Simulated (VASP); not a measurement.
Crystal: InB2As3.

```
In B As
1.0
     4.81879    0.00000    0.00000
    -2.40939    4.17319    0.00000
     0.00000    0.00000    6.43630
In B As
1 2 3
Cartesian
  0.0000 0.0000 3.2181
  0.0000 2.7821 3.2181
  2.4094 1.3911 3.2181
  0.0000 2.7821 0.0000
  2.4094 1.3911 0.0000
  0.0000 0.0000 0.0000
```

| Property | Result |
| --- | --- |
| Program | VASP 6.6.1 |
| Task | relaxation of cell and atoms |
| Functional | PBE |
| Potentials or basis | VASP PAW PBE potentials, release 64 (In_d, B, As) |
| Cutoff | 600 eV |
| k mesh | 6 × 6 × 4 |
| Occupations | gaussian, width 0.1 eV |
| Spin | no spin polarisation |

At the start: pressure -8.0 GPa; volume 21.57 Å³/atom.

Problem. How do energy, volume and symmetry change on relaxing?

Solution. Over 10 steps the energy falls by 323.1 meV/atom and the volume is 16.66 Å³/atom (-22.8 %); space group P6/mmm (No. 191, to 0.05 Å).

The path:
| step | energy change (eV) | largest force (eV/Å) | pressure (GPa) | volume (Å³) |
| --- | --- | --- | --- | --- |
| 1 | 0.0000 | 0.0000 | -7.97 | 129.43 |
| 2 | -0.9374 | 0.0000 | -3.66 | 110.30 |
| 3 | -1.1738 | 0.0000 | 1.53 | 100.78 |
| 4 | -1.6252 | 0.0000 | 4.47 | 94.53 |
| 5 | -1.6467 | 0.0000 | 6.79 | 92.63 |
| 6 | -1.9298 | 0.0000 | -1.36 | 101.79 |
| 7 | -1.9305 | 0.0000 | -1.08 | 101.39 |
| 8 | -1.9180 | 0.0000 | -0.25 | 100.91 |
| 9 | -1.9362 | 0.0000 | -0.82 | 101.22 |
| 10 | -1.9387 | 0.0000 | 0.22 | 99.96 |

Final structure:
```cif
data_structure
_symmetry_space_group_name_H-M 'P 1'
_symmetry_Int_Tables_number 1
_cell_length_a 4.8590
_cell_length_b 4.8590
_cell_length_c 4.8889
_cell_angle_alpha 90.000
_cell_angle_beta 90.000
_cell_angle_gamma 120.000
_cell_volume 99.96
loop_
_atom_site_label
_atom_site_type_symbol
_atom_site_fract_x
_atom_site_fract_y
_atom_site_fract_z
_atom_site_occupancy
In1 In 0.00000 0.00000 0.50000 1
B1 B 0.33333 0.66667 0.50000 1
B2 B 0.66667 0.33333 0.50000 1
As1 As 0.33333 0.66667 0.00000 1
As2 As 0.66667 0.33333 0.00000 1
As3 As 0.00000 0.00000 0.00000 1
```

Caveat: the volume moved by over 15 % at a fixed basis, so the end points are rough.
